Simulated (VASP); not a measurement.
Runs of VASP 6.6.1 on BAs. The structure is that of space group I-4m2 (No. 119), or close to it. The cells are those of the table. 

| cell | gap on the mesh (eV) | pressure (GPa) |
| --- | --- | --- |
| a = 3.539, b = 3.539, c = 3.400 Å, angles 61.3, 61.3, 57.4°, 2 atoms | 0.73 | -8.1 |
| a = 3.411, b = 3.411, c = 3.128 Å, angles 62.7, 62.7, 54.6°, 2 atoms | none | 14.9 |
| a = 3.267, b = 3.267, c = 3.400 Å, angles 58.6, 58.6, 62.7°, 2 atoms | none | 13.8 |
| a = 3.605, b = 3.605, c = 3.672 Å, angles 59.4, 59.4, 61.2°, 2 atoms | 0.89 | (a) |
| a = 3.474, b = 3.474, c = 3.264 Å, angles 62.0, 62.0, 56.0°, 2 atoms | 0.31 | 1.3 |
| a = 3.333, b = 3.333, c = 3.400 Å, angles 59.3, 59.3, 61.3°, 2 atoms | (b) | (c) |
| a = 3.469, b = 3.469, c = 3.536 Å, angles 59.4, 59.4, 61.3°, 2 atoms | 0.73 | (d) |
| a = 3.339, b = 3.339, c = 3.128 Å, angles 62.1, 62.1, 55.9°, 2 atoms | 0.07 | 22.6 |

Alike in all rows: task single point; level PBE; potentials or basis VASP PAW PBE potentials, release 64 (B, As); no spin polarisation; k mesh 10 × 10 × 10; cutoff (eV) 520; smearing gaussian 0.05 eV.

**Question.** Fill in the values left out.

**Answer.** (a) -16.6; (b) 0.54; (c) 6.6; (d) -8.3.

A k mesh can miss the band edges, and the runs leave out spin-orbit coupling on As.

A gap of «none» marks levels without a gap at the run's occupations.
